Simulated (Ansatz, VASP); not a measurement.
## Zn: VASP beside Ansatz

Contents of INCAR:

```
ALGO = Fast
EDIFF = 1E-7
EDIFFG = -0.04
ENCUT = 600
GGA = PE
IBRION = 2
ISIF = 3
ISMEAR = 0
LASPH = T
LCHARG = F
LREAL = F
LWAVE = F
NELM = 80
NSW = 90
PREC = Accurate
SIGMA = 0.1
```

The input KPOINTS:

```
k-points
0
Gamma
  6 6 8
```

File POSCAR:

```
Zn
1.0
    3.6226052105      0.0000000000      0.0000000000
    0.0000000000      3.6226052105      0.0000000000
    0.0000000000      0.0000000000      2.3981521763
Zn
2
Direct
    0.0000000000      0.5000000000      0.8029000000
    0.5000000000      0.0000000000      0.1971000000
```

Input for Ansatz:

```yaml
crystal:
  lattice:
    - [3.6226052105, 0.0, 0.0]
    - [0.0, 3.6226052105, 0.0]
    - [0.0, 0.0, 2.3981521763]
  atoms:
    - { symbol: Zn, position: [0.0, 0.5, 0.8029] }
    - { symbol: Zn, position: [0.5, 0.0, 0.1971] }
basis:
  ecutwfc: 420
kpoints:
  mp_grid: { grid: [6, 6, 8] }
hamiltonian:
  xc: pbe
scf:
  occupations: { method: gaussian, width: 0.1 }
  lower_state_search: "off"
output:
  forces: true
  stress: true
  eigenvalues: true
relax:
  adjacent_minimum: "off"
  f_tol: 0.04
  max_steps: 70
  cell: { stress_tol: 0.4 }
```

Alike in both runs: task relaxation of cell and atoms; functional PBE; k mesh 6 × 6 × 8; occupations gaussian, width 0.1 eV; no spin polarisation.

|  | VASP | Ansatz |
| --- | --- | --- |
| version | VASP 6.6.1 | Ansatz 0.2.0 |
| potentials or method | VASP PAW PBE potentials, release 64 (Zn), cutoff 600 eV | scalar-relativistic, plane waves, PAW |
| valence electrons in the cell | 24 | 24 |

```tsv
	VASP	Ansatz	Ansatz less VASP
gap on the k mesh at the Fermi level, each at its own relaxed structure (eV)	none	none	-
relaxed volume (Å³/atom)	15.92	15.90	-0.027
relaxed length of the cell vector where the two differ most in proportion (Å)	2.538	2.532	-0.0065
```

A gap of «none» marks a metal or a gap that the smearing closes.
